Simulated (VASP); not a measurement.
# MgO: single point with LDA

Crystal: MgO.

```
Mg O
1.0
     2.59826    0.00000    0.00000
     0.00000    2.59826    0.00000
     0.00000    0.00000    2.59826
Mg O
1 1
Direct
  0.00000 0.00000 0.00000
  0.50000 0.50000 0.50000
```

| Property | Result |
| --- | --- |
| Program | VASP 6.6.1 |
| Task | single point |
| Functional | LDA |
| Potentials or basis | VASP PAW LDA potentials, release 64 (Mg, O) |
| Cutoff | 520 eV |
| k mesh | 8 × 8 × 8 |
| Occupations | fermi-dirac, width 0.02 eV |
| Spin | no spin polarisation |
| Dipole correction | no |
| Further INCAR settings | ALGO = Normal; EDIFF = 1e-06; NBANDS = 11 |

- Pressure: -2.7 GPa
- Band gap on the k mesh: 2.84 eV (least direct gap 3.91 eV)

Levels at points of the mesh, in eV from the valence-band top:
```csv
k point,band 1,band 2,band 3,band 4,band 5,band 6,band 7,band 8
"(0.00, 0.00, 0.00)",-18.55,-1.07,-1.07,-1.07,2.84,10.28,10.28,20.61
"(0.50, 0.00, 0.00)",-17.18,-6.84,-0.60,-0.60,7.23,9.68,14.48,17.47
"(0.50, 0.50, 0.00)",-16.21,-4.97,-4.97,0.00,4.85,12.38,12.38,13.51
"(0.50, 0.50, 0.50)",-15.25,-3.86,-3.86,-3.86,7.40,7.40,7.40,16.71
```

Wall time 2.5 s on 1 thread of Intel(R) Xeon(R) 6975P-C (Granite Rapids), on a shared host, peak memory 0.12 GiB.

A k mesh can miss the band edges.
